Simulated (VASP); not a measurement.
# SnTe in VASP: a series of runs

Runs on SnTe. Level: PBE. Tasks: single point.

Program: VASP 6.6.1. These are calculated values, not measurements. Logs are shortened: lines on timing, memory, paths and dates and some standing lists are left out, and cuts for length are marked.

### 1 The cell of the first run

The structure is cubic, space group Fm-3m (No. 225). Conventional cell: a = 5.808 Å, b = 5.808 Å, c = 5.808 Å, α = 90.00°, β = 90.00°, γ = 90.00°. Within 3.8 Å of Sn (site symmetry m-3m) lie 6 Te at 2.90 Å. Te (site symmetry m-3m) has 6 Sn at 2.90 Å within 3.8 Å.

### 2 Single point, PBE (strain -0.080 along x and y, -0.080 along z)

Input file INCAR:

```
ALGO = Normal ; EDIFF = 1E-7
ENCUT = 520 ; GGA = PE
ISIF = 2 ; ISMEAR = 0
LASPH = T ; LCHARG = T
LELF = T ; LREAL = F
LVHAR = T ; LWAVE = F
NBANDS = 17 ; NELM = 60
PREC = Accurate ; SIGMA = 0.03
```

Input file KPOINTS:

```
k-points
0
Gamma
  10 10 10
```

Input file POSCAR:

```
SnTe
1.0
    0.0000000000      2.9039800000      2.9039800000
    2.9039800000      0.0000000000      2.9039800000
    2.9039800000      2.9039800000      0.0000000000
Sn Te
1 1
Direct
    0.0000000000      0.0000000000      0.0000000000
    0.5000000000      0.5000000000      0.5000000000
```

Potentials or basis: VASP PAW PBE potentials, release 64 (Sn_d, Te).

Command:

```
cat potpaw_PBE.64/Sn_d/POTCAR potpaw_PBE.64/Te/POTCAR > POTCAR
mpirun -np 1 vasp_std > vasp.out
```

OUTCAR:

```text
EDIFF = 1E-7
   ENCUT = 520
   GGA = PE
   ISIF = 2
   ISMEAR = 0
   LASPH = T
   LREAL = F
   NELM = 60
   PREC = Accurate

 ion  position               nearest neighbor table
   1  0.000  0.000  0.000-   2 2.90   2 2.90   2 2.90   2 2.90   2 2.90   2 2.90
   2  0.500  0.500  0.500-   1 2.90   1 2.90   1 2.90   1 2.90   1 2.90   1 2.90

  LATTYP: Found a face centered cubic cell.
 ALAT       =     5.8079600000

  Lattice vectors:

 A1 = (   0.0000000000,   2.9039800000,   2.9039800000)
 A2 = (   2.9039800000,   0.0000000000,   2.9039800000)
 A3 = (   2.9039800000,   2.9039800000,   0.0000000000)

Analysis of symmetry for initial positions (statically):
=====================================================================
 Subroutine PRICEL returns:
 Original cell was already a primitive cell.

 Routine SETGRP: Setting up the symmetry group for a
 face centered cubic supercell.

 Subroutine GETGRP returns: Found 48 space group operations
 (whereof 48 operations were pure point group operations)
 out of a pool of 48 trial point group operations.

The static configuration has the point symmetry O_h .

Analysis of symmetry for dynamics (positions and initial velocities):
=====================================================================
 Subroutine PRICEL returns:
 Original cell was already a primitive cell.

 Routine SETGRP: Setting up the symmetry group for a
 face centered cubic supercell.

 Subroutine GETGRP returns: Found 48 space group operations
 (whereof 48 operations were pure point group operations)
 out of a pool of 48 trial point group operations.

The dynamic configuration has the point symmetry O_h .

 Subroutine INISYM returns: Found 48 space group operations
 (whereof 48 operations are pure point group operations),
 and found     1 'primitive' translations

----------------------------------------------------------------------------------------

                                     Primitive cell

  volume of cell :      48.9791

  direct lattice vectors                    reciprocal lattice vectors
     0.000000000  2.903980000  2.903980000    -0.172177494  0.172177494  0.172177494
     2.903980000  0.000000000  2.903980000     0.172177494 -0.172177494  0.172177494
     2.903980000  2.903980000  0.000000000     0.172177494  0.172177494 -0.172177494

  length of vectors
     4.106847901  4.106847901  4.106847901     0.298220168  0.298220168  0.298220168

  position of ions in fractional coordinates (direct lattice)
     0.000000000  0.000000000  0.000000000
     0.500000000  0.500000000  0.500000000

  ion indices of the primitive-cell ions
   primitive index   ion index
                 1           1
                 2           2

----------------------------------------------------------------------------------------

 KPOINTS: k-points

Automatic generation of k-mesh.
 Grid dimensions read from file:
 generate k-points for:   10   10   10

 Generating k-lattice:

  Cartesian coordinates                     Fractional coordinates (reciprocal lattice)
    -0.017217749  0.017217749  0.017217749     0.100000000  0.000000000  0.000000000
     0.017217749 -0.017217749  0.017217749     0.000000000  0.100000000  0.000000000
     0.017217749  0.017217749 -0.017217749     0.000000000  0.000000000  0.100000000

  Length of vectors
     0.029822017  0.029822017  0.029822017

  Shift w.r.t. Gamma in fractional coordinates (k-lattice)
     0.000000000  0.000000000  0.000000000

 Subroutine IBZKPT returns following result:
 ===========================================

 Found     47 irreducible k-points:

 Following reciprocal coordinates:
            Coordinates               Weight
  0.000000  0.000000  0.000000      1.000000
  0.100000  0.000000  0.000000      8.000000
  0.200000  0.000000  0.000000      8.000000
  0.300000  0.000000  0.000000      8.000000
  0.400000  0.000000  0.000000      8.000000
  0.500000  0.000000  0.000000      4.000000
[... 16 lines left out ...]
  0.300000  0.300000  0.000000      6.000000
  0.400000  0.300000  0.000000     24.000000
 [... further k-points ...]
   k-points           NKPTS =     47   k-points in BZ     NKDIM =     47   number of bands    NBANDS=     17
   number of dos      NEDOS =    301   number of ions     NIONS =      2
   total plane-waves  NPLWV =  32768
   dimension x,y,z NGX =    32 NGY =   32 NGZ =   32
   dimension x,y,z NGXF=    64 NGYF=   64 NGZF=   64
   ions per type =               1   1
   NGX,Y,Z   is equivalent  to a cutoff of  12.95, 12.95, 12.95 a.u.
   NGXF,Y,Z  is equivalent  to a cutoff of  25.91, 25.91, 25.91 a.u.
 SYSTEM =  unknown system
   PREC   = accura    normal or accurate (medium, high low for compatibility)
   ISTART =      0    job   : 0-new  1-cont  2-samecut
   ICHARG =      2    charge: 1-file 2-atom 10-const
   ISPIN  =      1    spin polarized calculation?
   LNONCOLLINEAR =      F non collinear calculations
   LSORBIT =      F    spin-orbit coupling
   LASPH  =      T    aspherical Exc in radial PAW
   ENCUT  =  520.0 eV  38.22 Ry    6.18 a.u.   7.64  7.64  7.64*2*pi/ulx,y,z
   NELM   =     60;   NELMIN=  2; NELMDL= -5     # of ELM steps
   EDIFF  = 0.1E-06   stopping-criterion for ELM
   LREAL  =      F    real-space projection
   EDIFFG = 0.1E-05   stopping-criterion for IOM
   NSW    =      0    number of steps for IOM
   IBRION =     -1    ionic relax: 0-MD 1-quasi-New 2-CG
   NFREE  =      0    steps in history (QN), initial steepest desc. (CG)
   ISIF   =      2    stress and relaxation
   ISYM   =      2    0-nonsym 1-usesym 2-fastsym
   POTIM  = 0.5000    time-step for ionic-motion
   TEBEG  =    0.0;   TEEND  =   0.0 temperature during run
   PSTRESS=    0.0 pullay stress
   NELECT =      20.0000    total number of electrons
   NUPDOWN=      -1.0000    fix difference up-down
   EMIN   =  10.00;   EMAX   =-10.00  energy-range for DOS
   EFERMI =   0.00;   METHOD = LEGACY
   ISMEAR =     0;   SIGMA  =   0.03  broadening in eV -4-tet -1-fermi 0-gaus
   EFERMI_NEDOS =   21; number of points for ismear=-14 and -15
   IALGO  =     38    algorithm
   IMIX   =      4    mixing-type and parameters
     AMIX     =   0.40;   BMIX     =  1.00
     AMIX_MAG =   1.60;   BMIX_MAG =  1.00
  volume/ion in A,a.u.               =      24.49       165.26
  Fermi-wavevector in a.u.,A,eV,Ry     =   1.214548  2.295162 20.070306  1.475126
  Thomas-Fermi vector in A             =   2.349964
   LORBIT       =      0    0 simple, 1 ext, 2 COOP (PROOUT), +10 PAW based schemes
   GGA     = PE    functional components
   LHFCALC =     F    Hartree Fock is set to
   AEXX    =    0.0000 exact exchange contribution
   IVDW    =     0    specifies the selected vdW correction
   LEPSILON=     F    determine dielectric tensor
   LRPA    =     F    only Hartree local field effects (RPA)
 non-spin polarized calculation
 Gauss-broadening in eV      SIGMA  =   0.03
  energy-cutoff  :      520.00
  volume of cell :       48.98
 maximum number of plane-waves:      1363
   NGX = 15   NGY = 15   NGZ = 15

 number of electron      19.9999994 magnetization

 Free energy of the ion-electron system (eV)
  ---------------------------------------------------
  ext. energy  EPLUGINS =         0.00000000
  ---------------------------------------------------
  free energy    TOTEN  =        -6.63560625 eV

  energy without entropy =       -6.63521925  energy(sigma->0) =       -6.63541275

 E-fermi :  10.4170     XC(G=0): -10.6379

 val. band max:       10.4074127130   @ k =  -0.2000   0.1000   0.0000
 cond. band min:      10.5582173168   @ k =  -0.4000   0.2000   0.1000
 fundamental gap:      0.1508046039
 Fermi energy:        10.4169616345

 k-point     1 :       0.0000    0.0000    0.0000
  band No.  band energies     occupation
      1     -11.7529      2.00000
      2     -11.7529      2.00000
      3     -11.7274      2.00000
      4     -11.7274      2.00000
      5     -11.7274      2.00000
      6      -4.5038      2.00000
[... 9 lines left out ...]
     16      14.6749      0.00000
     17      16.4093      0.00000

 k-point     2 :       0.1000    0.0000    0.0000
  band No.  band energies     occupation
      1     -11.7544      2.00000
      2     -11.7544      2.00000
      3     -11.7272      2.00000
      4     -11.7259      2.00000
      5     -11.7259      2.00000
      6      -4.3858      2.00000
[... 9 lines left out ...]
     16      14.9469      0.00000
     17      17.4066      0.00000

 k-point     3 :       0.2000    0.0000    0.0000
  band No.  band energies     occupation
      1     -11.7588      2.00000
      2     -11.7588      2.00000
      3     -11.7266      2.00000
      4     -11.7214      2.00000
      5     -11.7214      2.00000
      6      -4.0389      2.00000
[... 9 lines left out ...]
     16      15.6418      0.00000
     17      19.4635      0.00000

 k-point     4 :       0.3000    0.0000    0.0000
  band No.  band energies     occupation
      1     -11.7648      2.00000
      2     -11.7648      2.00000
      3     -11.7260      2.00000
      4     -11.7153      2.00000
      5     -11.7153      2.00000
      6      -3.4943      2.00000
[... 9 lines left out ...]
     16      16.7281      0.00000
     17      22.0597      0.00000
[... 343 lines left out ...]
      1     -11.7679      2.00000
      2     -11.7649      2.00000
      3     -11.7241      2.00000
      4     -11.7163      2.00000
      5     -11.7137      2.00000
      6      -3.3074      2.00000
[... 9 lines left out ...]
     16      19.0872      0.00000
     17      19.4700      0.00000

 k-point    23 :       0.3000    0.3000    0.0000
  band No.  band energies     occupation
      1     -11.7931      2.00000
      2     -11.7442      2.00000
      3     -11.7354      2.00000
      4     -11.7078      2.00000
      5     -11.7078      2.00000
      6      -3.1451      2.00000
[... 9 lines left out ...]
     16      19.2956      0.00000
     17      19.2956      0.00000

 k-point    24 :       0.4000    0.3000    0.0000
  band No.  band energies     occupation
      1     -11.8006      2.00000
      2     -11.7450      2.00000
      3     -11.7354      2.00000
      4     -11.7044      2.00000
      5     -11.7033      2.00000
      6      -2.6656      2.00000
[... 9 lines left out ...]
     16      20.2205      0.00000
     17      20.5347      0.00000

 [... further k-points ...]
[... 5 lines left out ...]
  --------------------------------------------------------------------------------------
  -------------------------------------------------------------------------------------
  Total        7.0131257      7.0131257      7.0131257      0.0000000      0.0000000     -0.0000000
  in kB      229.4094740    229.4094740    229.4094740      0.0000000      0.0000000     -0.0000000
  external PRESSURE =     229.4094740 kB  Pullay stress =       0.0000000 kB

 VOLUME and BASIS-vectors are now :
 -----------------------------------------------------------------------------
  energy-cutoff  :      520.00
  volume of cell :       48.98
      direct lattice vectors                 reciprocal lattice vectors
     0.000000000  2.903980000  2.903980000    -0.172177494  0.172177494  0.172177494
     2.903980000  0.000000000  2.903980000     0.172177494 -0.172177494  0.172177494
     2.903980000  2.903980000  0.000000000     0.172177494  0.172177494 -0.172177494

 POSITION                                       TOTAL-FORCE (eV/Angst)
 -----------------------------------------------------------------------------------
      0.00000      0.00000      0.00000        -0.000000      0.000000     -0.000000
      2.90398      2.90398      2.90398         0.000000     -0.000000      0.000000
 -----------------------------------------------------------------------------------
    total drift:                                0.000000     -0.000000     -0.000000

  FREE ENERGIE OF THE ION-ELECTRON SYSTEM (eV)
  ---------------------------------------------------
  free  energy   TOTEN  =        -6.6356062471 eV

  energy  without entropy=       -6.6352192548  energy(sigma->0) =       -6.63541275
```

It took 59 s on 1 thread of AMD EPYC 7R43 (Zen 3), shared host; peak memory 0.16 GiB.

Results:

| Property | Result |
| --- | --- |
| Free energy | -6.6356 eV |
| Pressure | 22.9 GPa |
| Band gap on the k mesh | zero (band 10 reaches 10.41 eV, above the bottom of band 11 at 10.31 eV) |

Caveat: the cell differs from its parent crystal (strain -0.080 along x and y, -0.080 along z); spin-orbit coupling is left out, which moves the levels of the heavy elements.

(Continued in part 2 of 3.)
